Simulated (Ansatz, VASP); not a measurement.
# One calculation of KCl, two programs

File INCAR:

```
SYSTEM = KCl
PREC = Accurate ; ENCUT = 520
EDIFF = 1E-6 ; ISMEAR = 0
SIGMA = 0.05 ; LREAL = .False.
LASPH = .True. ; NELM = 80
ALGO = Normal ; ISIF = 2
LWAVE = .False. ; LCHARG = .False.
GGA = PE ; NBANDS = 15
```

KPOINTS

```
regular mesh
0
Gamma
  8 8 8
  0 0 0
```

File POSCAR:

```
KCl
1.0
    0.0000000000      3.0575409199      3.0575409199
    3.0575409199      0.0000000000      3.0575409199
    3.0575409199      3.0575409199      0.0000000000
K Cl
1 1
Direct
    0.0000000000      0.0000000000      0.0000000000
    0.5000000000      0.5000000000      0.5000000000
```

Input for Ansatz:

```yaml
crystal:
  lattice:
    - [0.0, 3.0575409199, 3.0575409199]
    - [3.0575409199, 0.0, 3.0575409199]
    - [3.0575409199, 3.0575409199, 0.0]
  atoms:
    - { symbol: K, position: [0.0, 0.0, 0.0] }
    - { symbol: Cl, position: [0.5, 0.5, 0.5] }
basis:
  ecutwfc: 420
  ecutrho_ratio: 4
kpoints:
  mp_grid: { grid: [8, 8, 8] }
hamiltonian:
  xc: pbe
scf:
  occupations: { method: gaussian, width: 0.05 }
output:
  forces: true
  stress: true
  eigenvalues: true
```

Alike in both runs: task single point; functional PBE; k mesh 8 × 8 × 8; occupations gaussian, width 0.05 eV; no spin polarisation.

```csv
,VASP,Ansatz
version,VASP 6.6.1,Ansatz 0.2.0
potentials or method,"VASP PAW PBE potentials, release 64 (K_sv, Cl), cutoff 520 eV","scalar-relativistic, plane waves, PAW"
valence electrons in the cell,16,16
```

```csv
,VASP,Ansatz,Ansatz less VASP
gap on the k mesh at the Fermi level (eV),5.50,5.50,+0.003
least direct gap on the mesh (eV),5.50,5.50,+0.003
pressure (GPa),2.9,2.8,-0.06
```
